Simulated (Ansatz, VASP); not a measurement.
One calculation of Sr, two programs

Contents of INCAR:

```
PREC     = Accurate       # precision mode
ENCUT    = 520            # plane-wave cutoff, eV
EDIFF    = 1E-6           # SCF threshold, eV
ISMEAR   = 0              # smearing method
SIGMA    = 0.1            # smearing width, eV
LREAL    = False          # projectors in reciprocal space
LASPH    = True           # aspherical terms in the spheres
NELM     = 100            # most SCF steps
ALGO     = Normal         # electronic algorithm
ISIF     = 2              # what is computed and relaxed
LWAVE    = False          # write WAVECAR
LCHARG   = False          # write CHGCAR
GGA      = PE             # functional
NBANDS   = 22             # bands
```

The input KPOINTS:

```
regular mesh
0
Gamma
  12 12 4
```

Contents of POSCAR:

```
Sr
1.0
    3.6550894038     -2.1449407482      0.0194300168
    3.6550894038      2.1449407482      0.0194300168
   -2.4102300285      0.0000000000     10.3173563760
Sr
3
Direct
    0.0000000000      0.0000000000      0.5000000000
    0.2601490159      0.2601490159      0.1603965758
    0.7398509841      0.7398509841      0.8396034242
```

Input for Ansatz:

```yaml
crystal:
  lattice:
    - [3.6550894038, -2.1449407482, 0.0194300168]
    - [3.6550894038, 2.1449407482, 0.0194300168]
    - [-2.4102300285, 0.0, 10.317356376]
  atoms:
    - { symbol: Sr, position: [0.0, 0.0, 0.5] }
    - { symbol: Sr, position: [0.2601490159, 0.2601490159, 0.1603965758] }
    - { symbol: Sr, position: [0.7398509841, 0.7398509841, 0.8396034242] }
basis:
  ecutwfc: 420
kpoints:
  mp_grid: { grid: [12, 12, 4] }
hamiltonian:
  xc: pbe
scf:
  occupations: { method: gaussian, width: 0.1 }
output:
  forces: true
  stress: true
  eigenvalues: true
  populations: true
```

Alike in both runs: task single point; functional PBE; k mesh 12 × 12 × 4; occupations gaussian, width 0.1 eV; no spin polarisation.

|  | VASP | Ansatz |
| --- | --- | --- |
| version | VASP 6.6.1 | Ansatz 0.2.0 |
| potentials or method | VASP PAW PBE potentials, release 64 (Sr_sv), cutoff 520 eV | scalar-relativistic, plane waves, PAW |
| valence electrons in the cell | 30 | 30 |

|  | VASP | Ansatz | Ansatz less VASP |
| --- | --- | --- | --- |
| gap on the k mesh at the Fermi level (eV) | none | none | - |
| pressure (GPa) | 0.2 | 0.2 | -0.01 |
| traceless stress, the component that is largest in VASP (GPa) | -0.53 | -0.53 | +0.003 |
| rms of the force components (eV/Å) | 0.100 | 0.100 | -0.0002 |

Atom by atom the forces differ by 0.000 eV/Å (rms over components). A gap of «none» marks a metal or a gap that the smearing closes.
